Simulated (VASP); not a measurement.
# Rh (P6_3/mmc) in VASP: notebook

Rh is run at these levels: PBEsol; tasks: single point.

Everything below comes from runs of VASP 6.6.1. Logs are shortened: lines on timing, memory, paths and dates and some standing lists are left out, and cuts for length are marked.

### Step 1. The cell of the first run

The structure is hexagonal, space group P6_3/mmc (No. 194). The conventional cell has a = 2.676 Å, b = 2.676 Å, c = 8.728 Å, α = 90.00°, β = 90.00°, γ = 120.00°. Rh (site symmetry -3m) has 12 Rh at 2.67 to 2.68 Å within 3.5 Å. Within 3.5 Å of Rh (site symmetry -6m2) lie 12 Rh at 2.67 to 2.68 Å.

This isn't the form of Rh at room conditions, which is fcc.

### Step 2. Single point, PBEsol

INCAR

```
ALGO = Fast
EDIFF = 1E-6
ENCUT = 520
GGA = PS
ISIF = 2
ISMEAR = 0
LASPH = True
LCHARG = True
LELF = True
LREAL = False
LVHAR = True
LWAVE = False
NBANDS = 38
NELM = 100
PREC = Accurate
SIGMA = 0.1
```

KPOINTS

```
k-points
0
Gamma
  18 18 6
```

POSCAR

```
Rh
1.0
    2.6755648908      0.0000000000      0.0000000000
   -1.3377824454      2.3171071649      0.0000000000
    0.0000000000      0.0000000000      8.7275109659
Rh
4
Direct
    0.0000000000      0.0000000000      0.0000000000
    0.3333333333      0.6666666667      0.2500000000
    0.0000000000      0.0000000000      0.5000000000
    0.6666666667      0.3333333333      0.7500000000
```

Potentials or basis: VASP PAW PBE potentials, release 64 (Rh_pv).

On the command line:

```console
$ cat potpaw_PBE.64/Rh_pv/POTCAR > POTCAR
$ mpirun -np 1 vasp_std > vasp.out
```

OUTCAR:

```text
EDIFF = 1E-6
   ENCUT = 520
   GGA = PS
   ISIF = 2
   ISMEAR = 0
   LASPH = True
   LREAL = False
   NELM = 100
   PREC = Accurate

 ion  position               nearest neighbor table
   1  0.000  0.000  0.000-   2 2.67   4 2.67   2 2.67   4 2.67   4 2.67   2 2.67
   2  0.333  0.667  0.250-   1 2.67   3 2.67   1 2.67   3 2.67   1 2.67   3 2.67
   3  0.000  0.000  0.500-   2 2.67   4 2.67   2 2.67   4 2.67   4 2.67   2 2.67
   4  0.667  0.333  0.750-   1 2.67   3 2.67   1 2.67   3 2.67   1 2.67   3 2.67

  LATTYP: Found a hexagonal cell.
 ALAT       =     2.6755648908
 C/A-ratio  =     3.2619320862

  Lattice vectors:

 A1 = (   2.6755648908,   0.0000000000,   0.0000000000)
 A2 = (  -1.3377824454,   2.3171071649,   0.0000000000)
 A3 = (   0.0000000000,   0.0000000000,   8.7275109659)

Analysis of symmetry for initial positions (statically):
=====================================================================
 Subroutine PRICEL returns:
 Original cell was already a primitive cell.

 Routine SETGRP: Setting up the symmetry group for a
 hexagonal supercell.

 Subroutine GETGRP returns: Found 24 space group operations
 (whereof 12 operations were pure point group operations)
 out of a pool of 24 trial point group operations.

The static configuration has the point symmetry D_3d.
 The point group associated with its full space group is D_6h.

Analysis of symmetry for dynamics (positions and initial velocities):
=====================================================================
 Subroutine PRICEL returns:
 Original cell was already a primitive cell.

 Routine SETGRP: Setting up the symmetry group for a
 hexagonal supercell.

 Subroutine GETGRP returns: Found 24 space group operations
 (whereof 12 operations were pure point group operations)
 out of a pool of 24 trial point group operations.

The dynamic configuration has the point symmetry D_3d.
 The point group associated with its full space group is D_6h.

 Subroutine INISYM returns: Found 24 space group operations
 (whereof 12 operations are pure point group operations),
 and found     1 'primitive' translations

----------------------------------------------------------------------------------------

                                     Primitive cell

  volume of cell :      54.1068

  direct lattice vectors                    reciprocal lattice vectors
     2.675564891  0.000000000  0.000000000     0.373752849  0.215786308  0.000000000
    -1.337782445  2.317107165  0.000000000     0.000000000  0.431572616  0.000000000
     0.000000000  0.000000000  8.727510966     0.000000000  0.000000000  0.114580206

  length of vectors
     2.675564891  2.675564891  8.727510966     0.431572616  0.431572616  0.114580206

  position of ions in fractional coordinates (direct lattice)
     0.000000000  0.000000000  0.000000000
     0.333333333  0.666666667  0.250000000
     0.000000000  0.000000000  0.500000000
     0.666666667  0.333333333  0.750000000

  ion indices of the primitive-cell ions
   primitive index   ion index
                 1           1
                 2           2
                 3           3
                 4           4

----------------------------------------------------------------------------------------

 KPOINTS: k-points

Automatic generation of k-mesh.
 Grid dimensions read from file:
 generate k-points for:   18   18    6

 Generating k-lattice:

  Cartesian coordinates                     Fractional coordinates (reciprocal lattice)
     0.020764047  0.011988128  0.000000000     0.055555556  0.000000000  0.000000000
     0.000000000  0.023976256  0.000000000     0.000000000  0.055555556  0.000000000
     0.000000000  0.000000000  0.019096701     0.000000000  0.000000000  0.166666667

  Length of vectors
     0.023976256  0.023976256  0.019096701

  Shift w.r.t. Gamma in fractional coordinates (k-lattice)
     0.000000000  0.000000000  0.000000000

 Subroutine IBZKPT returns following result:
 ===========================================

 Found    148 irreducible k-points:

 Following reciprocal coordinates:
            Coordinates               Weight
  0.000000  0.000000  0.000000      1.000000
  0.055556 -0.000000  0.000000      6.000000
  0.111111 -0.000000  0.000000      6.000000
  0.166667  0.000000  0.000000      6.000000
  0.222222 -0.000000  0.000000      6.000000
  0.277778 -0.000000  0.000000      6.000000
[... 16 lines left out ...]
  0.333333  0.111111  0.000000     12.000000
  0.388889  0.111111  0.000000     12.000000
 [... further k-points ...]
   k-points           NKPTS =    148   k-points in BZ     NKDIM =    148   number of bands    NBANDS=     38
   number of dos      NEDOS =    301   number of ions     NIONS =      4
   total plane-waves  NPLWV =  28000
   dimension x,y,z NGX =    20 NGY =   20 NGZ =   70
   dimension x,y,z NGXF=    40 NGYF=   40 NGZF=  140
   ions per type =               4
   NGX,Y,Z   is equivalent  to a cutoff of  12.43, 12.43, 13.33 a.u.
   NGXF,Y,Z  is equivalent  to a cutoff of  24.85, 24.85, 26.67 a.u.
 SYSTEM =  unknown system
   PREC   = accura    normal or accurate (medium, high low for compatibility)
   ISTART =      0    job   : 0-new  1-cont  2-samecut
   ICHARG =      2    charge: 1-file 2-atom 10-const
   ISPIN  =      1    spin polarized calculation?
   LNONCOLLINEAR =      F non collinear calculations
   LSORBIT =      F    spin-orbit coupling
   LASPH  =      T    aspherical Exc in radial PAW
   ENCUT  =  520.0 eV  38.22 Ry    6.18 a.u.   4.97  4.97 16.23*2*pi/ulx,y,z
   NELM   =    100;   NELMIN=  2; NELMDL= -5     # of ELM steps
   EDIFF  = 0.1E-05   stopping-criterion for ELM
   LREAL  =      F    real-space projection
   EDIFFG = 0.1E-04   stopping-criterion for IOM
   NSW    =      0    number of steps for IOM
   IBRION =     -1    ionic relax: 0-MD 1-quasi-New 2-CG
   NFREE  =      0    steps in history (QN), initial steepest desc. (CG)
   ISIF   =      2    stress and relaxation
   ISYM   =      2    0-nonsym 1-usesym 2-fastsym
   POTIM  = 0.5000    time-step for ionic-motion
   TEBEG  =    0.0;   TEEND  =   0.0 temperature during run
   PSTRESS=    0.0 pullay stress
   NELECT =      60.0000    total number of electrons
   NUPDOWN=      -1.0000    fix difference up-down
   EMIN   =  10.00;   EMAX   =-10.00  energy-range for DOS
   EFERMI =   0.00;   METHOD = LEGACY
   ISMEAR =     0;   SIGMA  =   0.10  broadening in eV -4-tet -1-fermi 0-gaus
   EFERMI_NEDOS =   21; number of points for ismear=-14 and -15
   IALGO  =     68    algorithm
   IMIX   =      4    mixing-type and parameters
     AMIX     =   0.40;   BMIX     =  1.00
     AMIX_MAG =   1.60;   BMIX_MAG =  1.00
  volume/ion in A,a.u.               =      13.53        91.28
  Fermi-wavevector in a.u.,A,eV,Ry     =   1.694499  3.202138 39.066761  2.871326
  Thomas-Fermi vector in A             =   2.775713
   LORBIT       =      0    0 simple, 1 ext, 2 COOP (PROOUT), +10 PAW based schemes
   GGA     = PS    functional components
   LHFCALC =     F    Hartree Fock is set to
   AEXX    =    0.0000 exact exchange contribution
   IVDW    =     0    specifies the selected vdW correction
   LEPSILON=     F    determine dielectric tensor
   LRPA    =     F    only Hartree local field effects (RPA)
 non-spin polarized calculation
 RMM-DIIS sequential band-by-band and
 Gauss-broadening in eV      SIGMA  =   0.10
  energy-cutoff  :      520.00
  volume of cell :       54.11
 maximum number of plane-waves:      1493
 NGX is ok and might be reduce to    20
   NGX =  9   NGY =  9   NGZ = 33

 number of electron      59.9999997 magnetization

 Free energy of the ion-electron system (eV)
  ---------------------------------------------------
  ext. energy  EPLUGINS =         0.00000000
  ---------------------------------------------------
  free energy    TOTEN  =       -32.48525444 eV

  energy without entropy =      -32.45683918  energy(sigma->0) =      -32.47104681

 E-fermi :  12.0868     XC(G=0): -14.3229

 val. band max:       12.0796743570   @ k =   0.2222   0.1667   0.3333
 cond. band min:      12.0939264788   @ k =   0.2778   0.1111   0.0000
 fundamental gap:      0.0142521217
 Fermi energy:        12.0868167980

 k-point     1 :       0.0000    0.0000    0.0000
  band No.  band energies     occupation
      1     -35.0815      2.00000
      2     -34.7025      2.00000
      3     -34.6941      2.00000
      4     -34.4092      2.00000
      5     -34.4092      2.00000
      6     -34.3664      2.00000
[... 30 lines left out ...]
     37      20.7979      0.00000
     38      26.4937      0.00000

 k-point     2 :       0.0556   -0.0000    0.0000
  band No.  band energies     occupation
      1     -35.0739      2.00000
      2     -34.7042      2.00000
      3     -34.6963      2.00000
      4     -34.4272      2.00000
      5     -34.4150      2.00000
      6     -34.3800      2.00000
[... 30 lines left out ...]
     37      20.7779      0.00000
     38      26.6274      0.00000

 k-point     3 :       0.1111   -0.0000    0.0000
  band No.  band energies     occupation
      1     -35.0515      2.00000
      2     -34.7114      2.00000
      3     -34.7055      2.00000
      4     -34.4777      2.00000
      5     -34.4313      2.00000
      6     -34.4182      2.00000
[... 30 lines left out ...]
     37      20.7237      0.00000
     38      26.9718      0.00000

 k-point     4 :       0.1667    0.0000    0.0000
  band No.  band energies     occupation
      1     -35.0161      2.00000
      2     -34.7302      2.00000
      3     -34.7302      2.00000
      4     -34.5527      2.00000
      5     -34.4780      2.00000
      6     -34.4557      2.00000
[... 30 lines left out ...]
     37      20.6529      0.00000
     38      27.3138      0.00000
[... 703 lines left out ...]
      4     -34.8145      2.00000
      5     -34.7810      2.00000
      6     -34.5845      2.00000
[... 30 lines left out ...]
     37      20.8313      0.00000
     38      22.9408      0.00000

 k-point    23 :       0.3333    0.1111    0.0000
  band No.  band energies     occupation
      1     -34.9959      2.00000
      2     -34.9704      2.00000
      3     -34.8787      2.00000
      4     -34.8427      2.00000
      5     -34.7672      2.00000
      6     -34.6057      2.00000
[... 30 lines left out ...]
     37      21.6108      0.00000
     38      21.9144      0.00000

 k-point    24 :       0.3889    0.1111    0.0000
  band No.  band energies     occupation
      1     -35.0377      2.00000
      2     -35.0066      2.00000
      3     -34.9213      2.00000
      4     -34.8813      2.00000
      5     -34.7094      2.00000
      6     -34.6208      2.00000
[... 30 lines left out ...]
     37      21.6417      0.00000
     38      21.6806      0.00000

 [... further k-points ...]
[... 5 lines left out ...]
  --------------------------------------------------------------------------------------
  -------------------------------------------------------------------------------------
  Total       -0.0156680     -0.0156680     -0.0370885      0.0000000      0.0000000      0.0000000
  in kB       -0.4639523     -0.4639523     -1.0982409      0.0000000      0.0000000      0.0000000
  external PRESSURE =      -0.6753818 kB  Pullay stress =       0.0000000 kB

 VOLUME and BASIS-vectors are now :
 -----------------------------------------------------------------------------
  energy-cutoff  :      520.00
  volume of cell :       54.11
      direct lattice vectors                 reciprocal lattice vectors
     2.675564891  0.000000000  0.000000000     0.373752849  0.215786308  0.000000000
    -1.337782445  2.317107165  0.000000000     0.000000000  0.431572616  0.000000000
     0.000000000  0.000000000  8.727510966     0.000000000  0.000000000  0.114580206

 POSITION                                       TOTAL-FORCE (eV/Angst)
 -----------------------------------------------------------------------------------
      0.00000      0.00000      0.00000        -0.000000      0.000000     -0.000000
     -0.00000      1.54474      2.18188         0.000000     -0.000000      0.000000
      0.00000      0.00000      4.36376        -0.000000      0.000000     -0.000000
      1.33778      0.77237      6.54563        -0.000000      0.000000     -0.000000
 -----------------------------------------------------------------------------------
    total drift:                                0.000000     -0.000000      0.000000

  FREE ENERGIE OF THE ION-ELECTRON SYSTEM (eV)
  ---------------------------------------------------
  free  energy   TOTEN  =       -32.4852544388 eV

  energy  without entropy=      -32.4568391843  energy(sigma->0) =      -32.47104681
```

Run time: 7.9 min. Hardware: 1 thread of Intel Xeon 8259CL, shared host; peak memory 0.32 GiB.

What came out:

```
Free energy            : -32.4853 eV
Pressure               : -0.1 GPa
Band gap on the k mesh : zero (bands 30 and 31 overlap by 2.06 eV)
```

Caveat: the PAW data sets were made with another functional, which shifts forces and pressure a little.

### Step 3. Single point, PBEsol

INCAR

```
ALGO = Fast
EDIFF = 1E-7
ENCUT = 520
GGA = PS
ISIF = 2
ISMEAR = 0
LASPH = T
LCHARG = F
LREAL = F
LWAVE = F
NBANDS = 38
NELM = 80
PREC = Accurate
SIGMA = 0.15
```

KPOINTS is that of step 2.

POSCAR is that of step 2.

Potentials or basis: VASP PAW PBE potentials, release 64 (Rh_pv).

On the command line:

```console
$ cat potpaw_PBE.64/Rh_pv/POTCAR > POTCAR
$ mpirun -np 1 vasp_std > vasp.out
```

OUTCAR:

```text
EDIFF = 1E-7
   ENCUT = 520
   GGA = PS
   ISIF = 2
   ISMEAR = 0
   LASPH = T
   LREAL = F
   NELM = 80
   PREC = Accurate

 ion  position               nearest neighbor table
   1  0.000  0.000  0.000-   2 2.67   4 2.67   2 2.67   4 2.67   4 2.67   2 2.67
   2  0.333  0.667  0.250-   1 2.67   3 2.67   1 2.67   3 2.67   1 2.67   3 2.67
   3  0.000  0.000  0.500-   2 2.67   4 2.67   2 2.67   4 2.67   4 2.67   2 2.67
[... 1190 lines left out ...]
  Direction    XX          YY          ZZ          XY          YZ          ZX
  --------------------------------------------------------------------------------------
  -------------------------------------------------------------------------------------
  Total        0.0027288      0.0027288     -0.0251823     -0.0000000      0.0000000      0.0000000
  in kB        0.0808036      0.0808036     -0.7456835     -0.0000000      0.0000000      0.0000000
  external PRESSURE =      -0.1946921 kB  Pullay stress =       0.0000000 kB

 VOLUME and BASIS-vectors are now :
 -----------------------------------------------------------------------------
  energy-cutoff  :      520.00
  volume of cell :       54.11
      direct lattice vectors                 reciprocal lattice vectors
     2.675564891  0.000000000  0.000000000     0.373752849  0.215786308  0.000000000
    -1.337782445  2.317107165  0.000000000     0.000000000  0.431572616  0.000000000
     0.000000000  0.000000000  8.727510966     0.000000000  0.000000000  0.114580206

 POSITION                                       TOTAL-FORCE (eV/Angst)
 -----------------------------------------------------------------------------------
      0.00000      0.00000      0.00000        -0.000000      0.000000     -0.000000
     -0.00000      1.54474      2.18188         0.000000     -0.000000      0.000000
      0.00000      0.00000      4.36376        -0.000000      0.000000     -0.000000
      1.33778      0.77237      6.54563         0.000000      0.000000     -0.000000
 -----------------------------------------------------------------------------------
    total drift:                                0.000000     -0.000000      0.000000

  FREE ENERGIE OF THE ION-ELECTRON SYSTEM (eV)
  ---------------------------------------------------
  free  energy   TOTEN  =       -32.5026224567 eV

  energy  without entropy=      -32.4406230531  energy(sigma->0) =      -32.47162275
```

OSZICAR:

```text
N       E                     dE             d eps       ncg     rms          rms(c)
DAV:   1     0.771066815859E+03    0.77107E+03   -0.36586E+04 11416   0.183E+03
DAV:   2    -0.944241084600E+01   -0.78051E+03   -0.75857E+03 11774   0.575E+02
DAV:   3    -0.347611688107E+02   -0.25319E+02   -0.24695E+02 12468   0.113E+02
[... 11 lines left out ...]
RMM:  15    -0.325026228137E+02    0.38912E-07   -0.34123E-06 13236   0.154E-02    0.170E-03
RMM:  16    -0.325026227463E+02    0.67404E-07   -0.10011E-06 11230   0.843E-03    0.447E-04
RMM:  17    -0.325026226096E+02    0.13669E-06   -0.22570E-07  7502   0.417E-03    0.658E-04
RMM:  18    -0.325026224734E+02    0.13617E-06   -0.56521E-08  6122   0.195E-03    0.712E-04
RMM:  19    -0.325026224567E+02    0.16742E-07   -0.15680E-08  5665   0.919E-04
   1 F= -.32502622E+02 E0= -.32471623E+02  d E =-.619994E-01
```

Wall time 8 min (1 thread of Intel Xeon 8259CL, shared host); peak memory 0.33 GiB.

What came out:

```
Free energy            : -32.5026 eV
Pressure               : 0.0 GPa
Band gap on the k mesh : zero (bands 30 and 31 overlap by 2.06 eV)
```

Levels at points of the mesh, in eV from the Fermi level:
```csv
k point,band 28,band 29,band 30,band 31,band 32,band 33
"(0.00, 0.00, 0.00)",-1.49,-1.49,-0.89,-0.89,-0.36,-0.36
"(0.50, 0.00, 0.00)",0.62,0.68,0.85,0.86,0.89,1.15
"(0.00, 0.00, 0.50)",-1.23,-1.17,-1.17,-1.17,-1.17,0.08
"(0.50, 0.00, 0.50)",-0.12,0.60,0.60,0.83,0.83,2.87
```

Caveat: the PAW data sets were made with another functional, which shifts forces and pressure a little.
